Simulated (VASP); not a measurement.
# Pt (Fm-3m) in VASP: further runs

Pt is run at these levels: PBE; tasks: single point.

Program: VASP 6.6.1. These are calculated values, not measurements. Logs are shortened: lines on timing, memory, paths and dates and some standing lists are left out, and cuts for length are marked.

## 1. The cell of the first run

It takes space group Fm-3m (No. 225, cubic). Conventional cell: a = 3.916 Å, b = 3.916 Å, c = 3.916 Å, α = 90.00°, β = 90.00°, γ = 90.00°. Pt (site symmetry m-3m) has 12 Pt at 2.77 Å within 3.6 Å.

## 2. Single point, PBE

The input, INCAR:

```
PREC = Accurate
ENCUT = 520
EDIFF = 1E-6
ISMEAR = -1
SIGMA = 0.03
LREAL = F
LASPH = T
NELM = 100
ALGO = Normal
ISIF = 2
LWAVE = F
LCHARG = F
GGA = PE
NBANDS = 11
```

The input, KPOINTS:

```
Automatic mesh
0
Gamma
  18 18 18
```

The input, POSCAR:

```
Pt
1.0
    0.0000000000      1.9579000000      1.9579000000
    1.9579000000      0.0000000000      1.9579000000
    1.9579000000      1.9579000000      0.0000000000
Pt
1
Direct
    0.0000000000      0.0000000000      0.0000000000
```

Potentials or basis: VASP PAW PBE potentials, release 64 (Pt).

Command:

```
cat potpaw_PBE.64/Pt/POTCAR > POTCAR
mpirun -np 1 vasp_std > vasp.out
```

OUTCAR:

```text
PREC = Accurate
   ENCUT = 520
   EDIFF = 1E-6
   ISMEAR = -1
   LREAL = F
   LASPH = T
   NELM = 100
   ISIF = 2
   GGA = PE

 ion  position               nearest neighbor table
   1  0.000  0.000  0.000-

  LATTYP: Found a face centered cubic cell.
 ALAT       =     3.9158000000

  Lattice vectors:

 A1 = (   0.0000000000,   1.9579000000,   1.9579000000)
 A2 = (   1.9579000000,   0.0000000000,   1.9579000000)
 A3 = (   1.9579000000,   1.9579000000,   0.0000000000)

Analysis of symmetry for initial positions (statically):
=====================================================================
 Subroutine PRICEL returns:
 Original cell was already a primitive cell.

 Routine SETGRP: Setting up the symmetry group for a
 face centered cubic supercell.

 Subroutine GETGRP returns: Found 48 space group operations
 (whereof 48 operations were pure point group operations)
 out of a pool of 48 trial point group operations.

The static configuration has the point symmetry O_h .

Analysis of symmetry for dynamics (positions and initial velocities):
=====================================================================
 Subroutine PRICEL returns:
 Original cell was already a primitive cell.

 Routine SETGRP: Setting up the symmetry group for a
 face centered cubic supercell.

 Subroutine GETGRP returns: Found 48 space group operations
 (whereof 48 operations were pure point group operations)
 out of a pool of 48 trial point group operations.

The dynamic configuration has the point symmetry O_h .

 Subroutine INISYM returns: Found 48 space group operations
 (whereof 48 operations are pure point group operations),
 and found     1 'primitive' translations

----------------------------------------------------------------------------------------

                                     Primitive cell

  volume of cell :      15.0107

  direct lattice vectors                    reciprocal lattice vectors
     0.000000000  1.957900000  1.957900000    -0.255375658  0.255375658  0.255375658
     1.957900000  0.000000000  1.957900000     0.255375658 -0.255375658  0.255375658
     1.957900000  1.957900000  0.000000000     0.255375658  0.255375658 -0.255375658

  length of vectors
     2.768888734  2.768888734  2.768888734     0.442323614  0.442323614  0.442323614

  position of ions in fractional coordinates (direct lattice)
     0.000000000  0.000000000  0.000000000

  ion indices of the primitive-cell ions
   primitive index   ion index
                 1           1

----------------------------------------------------------------------------------------

 KPOINTS: Automatic mesh

Automatic generation of k-mesh.
 Grid dimensions read from file:
 generate k-points for:   18   18   18

 Generating k-lattice:

  Cartesian coordinates                     Fractional coordinates (reciprocal lattice)
    -0.014187537  0.014187537  0.014187537     0.055555556  0.000000000  0.000000000
     0.014187537 -0.014187537  0.014187537     0.000000000  0.055555556  0.000000000
     0.014187537  0.014187537 -0.014187537     0.000000000  0.000000000  0.055555556

  Length of vectors
     0.024573534  0.024573534  0.024573534

  Shift w.r.t. Gamma in fractional coordinates (k-lattice)
     0.000000000  0.000000000  0.000000000

 Subroutine IBZKPT returns following result:
 ===========================================

 Found    195 irreducible k-points:

 Following reciprocal coordinates:
            Coordinates               Weight
  0.000000  0.000000  0.000000      1.000000
  0.055556  0.000000  0.000000      8.000000
  0.111111  0.000000  0.000000      8.000000
  0.166667  0.000000  0.000000      8.000000
  0.222222  0.000000  0.000000      8.000000
  0.277778  0.000000  0.000000      8.000000
[... 16 lines left out ...]
 -0.277778  0.055556  0.000000     24.000000
 -0.222222  0.055556  0.000000     24.000000
 [... further k-points ...]
   k-points           NKPTS =    195   k-points in BZ     NKDIM =    195   number of bands    NBANDS=     11
   number of dos      NEDOS =    301   number of ions     NIONS =      1
   total plane-waves  NPLWV =  13824
   dimension x,y,z NGX =    24 NGY =   24 NGZ =   24
   dimension x,y,z NGXF=    48 NGYF=   48 NGZF=   48
   ions per type =               1
   NGX,Y,Z   is equivalent  to a cutoff of  14.41, 14.41, 14.41 a.u.
   NGXF,Y,Z  is equivalent  to a cutoff of  28.82, 28.82, 28.82 a.u.
 SYSTEM =  unknown system
   PREC   = accura    normal or accurate (medium, high low for compatibility)
   ISTART =      0    job   : 0-new  1-cont  2-samecut
   ICHARG =      2    charge: 1-file 2-atom 10-const
   ISPIN  =      1    spin polarized calculation?
   LNONCOLLINEAR =      F non collinear calculations
   LSORBIT =      F    spin-orbit coupling
   LASPH  =      T    aspherical Exc in radial PAW
   ENCUT  =  520.0 eV  38.22 Ry    6.18 a.u.   5.15  5.15  5.15*2*pi/ulx,y,z
   NELM   =    100;   NELMIN=  2; NELMDL= -5     # of ELM steps
   EDIFF  = 0.1E-05   stopping-criterion for ELM
   LREAL  =      F    real-space projection
   EDIFFG = 0.1E-04   stopping-criterion for IOM
   NSW    =      0    number of steps for IOM
   IBRION =     -1    ionic relax: 0-MD 1-quasi-New 2-CG
   NFREE  =      0    steps in history (QN), initial steepest desc. (CG)
   ISIF   =      2    stress and relaxation
   ISYM   =      2    0-nonsym 1-usesym 2-fastsym
   POTIM  = 0.5000    time-step for ionic-motion
   TEBEG  =    0.0;   TEEND  =   0.0 temperature during run
   PSTRESS=    0.0 pullay stress
   NELECT =      10.0000    total number of electrons
   NUPDOWN=      -1.0000    fix difference up-down
   EMIN   =  10.00;   EMAX   =-10.00  energy-range for DOS
   EFERMI =   0.00;   METHOD = LEGACY
   ISMEAR =    -1;   SIGMA  =   0.03  broadening in eV -4-tet -1-fermi 0-gaus
   EFERMI_NEDOS =   21; number of points for ismear=-14 and -15
   IALGO  =     38    algorithm
   IMIX   =      4    mixing-type and parameters
     AMIX     =   0.40;   BMIX     =  1.00
     AMIX_MAG =   1.60;   BMIX_MAG =  1.00
  volume/ion in A,a.u.               =      15.01       101.30
  Fermi-wavevector in a.u.,A,eV,Ry     =   1.429797  2.701924 27.814648  2.044319
  Thomas-Fermi vector in A             =   2.549712
   LORBIT       =      0    0 simple, 1 ext, 2 COOP (PROOUT), +10 PAW based schemes
   GGA     = PE    functional components
   LHFCALC =     F    Hartree Fock is set to
   AEXX    =    0.0000 exact exchange contribution
   IVDW    =     0    specifies the selected vdW correction
   LEPSILON=     F    determine dielectric tensor
   LRPA    =     F    only Hartree local field effects (RPA)
 non-spin polarized calculation
  energy-cutoff  :      520.00
  volume of cell :       15.01
 maximum number of plane-waves:       419
 NGX is ok and might be reduce to    24
   NGX = 11   NGY = 11   NGZ = 11

 number of electron      10.0000000 magnetization

 number of electron       9.9999999 magnetization

 Free energy of the ion-electron system (eV)
  ---------------------------------------------------
  ext. energy  EPLUGINS =         0.00000000
  ---------------------------------------------------
  free energy    TOTEN  =        -6.07766646 eV

  energy without entropy =       -6.07127885  energy(sigma->0) =       -6.07447266

 E-fermi :  11.3586     XC(G=0): -13.5191

 val. band max:       11.3567845495   @ k =   0.3889   0.2778   0.0000
 cond. band min:      11.3589604695   @ k =   0.5000   0.5000   0.0000
 fundamental gap:      0.0021759200
 Fermi energy:        11.3585808979

 k-point     1 :       0.0000    0.0000    0.0000
  band No.  band energies     occupation
      1       1.0859      2.00000
      2       7.5371      2.00000
      3       7.5371      2.00000
      4       7.5371      2.00000
      5       9.7086      2.00000
      6       9.7086      2.00000
      7      25.9819      0.00000
      8      30.9747      0.00000
      9      30.9747      0.00000
     10      30.9747      0.00000
     11      36.3365      0.00000

 k-point     2 :       0.0556    0.0000    0.0000
  band No.  band energies     occupation
      1       1.2111      2.00000
      2       7.4804      2.00000
      3       7.5873      2.00000
      4       7.5873      2.00000
      5       9.6800      2.00000
      6       9.6800      2.00000
      7      26.1784      0.00000
      8      30.3059      0.00000
      9      31.1680      0.00000
     10      31.1680      0.00000
     11      37.0803      0.00000

 k-point     3 :       0.1111    0.0000    0.0000
  band No.  band energies     occupation
      1       1.5751      2.00000
      2       7.3350      2.00000
      3       7.7186      2.00000
      4       7.7186      2.00000
      5       9.6189      2.00000
      6       9.6189      2.00000
      7      26.7142      0.00000
      8      28.9042      0.00000
      9      31.7301      0.00000
     10      31.7301      0.00000
     11      37.9306      0.00000

 k-point     4 :       0.1667    0.0000    0.0000
  band No.  band energies     occupation
      1       2.1381      2.00000
      2       7.1726      2.00000
      3       7.8664      2.00000
      4       7.8664      2.00000
      5       9.6024      2.00000
      6       9.6024      2.00000
      7      27.2820      0.00000
      8      27.4196      0.00000
      9      32.6049      0.00000
     10      32.6050      0.00000
     11      36.3676      0.00000
[... 239 lines left out ...]
 k-point    22 :      -0.3333    0.0556    0.0000
  band No.  band energies     occupation
      1       3.9887      2.00000
      2       7.6340      2.00000
      3       7.7475      2.00000
      4       8.1772      2.00000
      5      10.4038      2.00000
      6      11.1539      1.99783
      7      21.0685      0.00000
      8      26.6724      0.00000
      9      31.0450      0.00000
     10      33.0159      0.00000
     11      36.1907      0.00000

 k-point    23 :      -0.2778    0.0556    0.0000
  band No.  band energies     occupation
      1       3.6964      2.00000
      2       7.3702      2.00000
      3       7.8200      2.00000
      4       7.8943      2.00000
      5       9.9053      2.00000
      6      10.6442      2.00000
      7      23.1387      0.00000
      8      27.3974      0.00000
      9      31.9779      0.00000
     10      34.5768      0.00000
     11      34.8403      0.00000

 k-point    24 :      -0.2222    0.0556    0.0000
  band No.  band energies     occupation
      1       3.1389      2.00000
      2       7.0419      2.00000
      3       7.9308      2.00000
      4       7.9989      2.00000
      5       9.5121      2.00000
      6      10.1992      2.00000
      7      25.0723      0.00000
      8      27.9132      0.00000
      9      32.4757      0.00000
     10      33.8736      0.00000
     11      35.1210      0.00000

 [... further k-points ...]

------------------------ aborting loop because EDIFF is reached ----------------------------------------

  FORCE on cell =-STRESS in cart. coord.  units (eV):
  Direction    XX          YY          ZZ          XY          YZ          ZX
  --------------------------------------------------------------------------------------
  -------------------------------------------------------------------------------------
  Total        1.0196644      1.0196644      1.0196644      0.0000000      0.0000000     -0.0000000
  in kB      108.8344371    108.8344371    108.8344371      0.0000000      0.0000000     -0.0000000
  external PRESSURE =     108.8344371 kB  Pullay stress =       0.0000000 kB

 VOLUME and BASIS-vectors are now :
 -----------------------------------------------------------------------------
  energy-cutoff  :      520.00
  volume of cell :       15.01
      direct lattice vectors                 reciprocal lattice vectors
     0.000000000  1.957900000  1.957900000    -0.255375658  0.255375658  0.255375658
     1.957900000  0.000000000  1.957900000     0.255375658 -0.255375658  0.255375658
     1.957900000  1.957900000  0.000000000     0.255375658  0.255375658 -0.255375658

 POSITION                                       TOTAL-FORCE (eV/Angst)
 -----------------------------------------------------------------------------------
      0.00000      0.00000      0.00000         0.000000      0.000000      0.000000
 -----------------------------------------------------------------------------------
    total drift:                               -0.000000      0.000000     -0.000000

  FREE ENERGIE OF THE ION-ELECTRON SYSTEM (eV)
  ---------------------------------------------------
  free  energy   TOTEN  =        -6.0776664643 eV

  energy  without entropy=       -6.0712788529  energy(sigma->0) =       -6.07447266
```

Run time: 20 s. Hardware: 1 thread of AMD EPYC 9R45 (Zen 5), shared host; peak memory 0.14 GiB.

Results:

- Free energy: -6.0777 eV
- Pressure: 10.9 GPa
- Band gap on the k mesh: zero (band 5 reaches 11.86 eV, above the bottom of band 6 at 9.60 eV)

Caveat: spin-orbit coupling is left out, which moves the levels of the heavy elements.

## 3. Single point, PBE

The input, INCAR:

```
SYSTEM = Pt
  PREC = Accurate
  ENCUT = 520
  EDIFF = 1E-7
  ISMEAR = -1
  SIGMA = 0.03
  LREAL = .False.
  LASPH = .True.
  NELM = 100
  ALGO = Normal
  ISIF = 2
  LWAVE = .False.
  LCHARG = .False.
  GGA = PE
  NBANDS = 11
```

The input, KPOINTS:

```
Automatic mesh
0
Gamma
  18 18 18
  0 0 0
```

POSCAR is that of step 2.

Potentials or basis: VASP PAW PBE potentials, release 64 (Pt).

Command:

```
cat potpaw_PBE.64/Pt/POTCAR > POTCAR
mpirun -np 1 vasp_std > vasp.out
```

Run time: 21 s. Hardware: 1 thread of AMD EPYC 9R45 (Zen 5), shared host; peak memory 0.14 GiB.

It converged, with:

```yaml
Free_energy: -6.0777 eV
Pressure: 10.9 GPa
Band_gap_on_the_k_mesh: zero (band 5 reaches 11.86 eV, above the bottom of band 6 at 9.60 eV)
```

Levels at points of the mesh, in eV from the Fermi level:
```
           k point  band 2  band 3  band 4  band 5  band 6  band 7  band 8  band 9
(0.00, 0.00, 0.00)   -3.82   -3.82   -3.82   -1.65   -1.65   14.62   19.62   19.62
(0.50, 0.00, 0.00)   -3.89   -3.89   -0.50    0.04    0.04    5.88   14.19   19.01
(0.50, 0.50, 0.00)   -6.67    0.00    0.49    0.49    1.77    8.93   11.41   11.41
```

Caveat: spin-orbit coupling is left out, which moves the levels of the heavy elements.
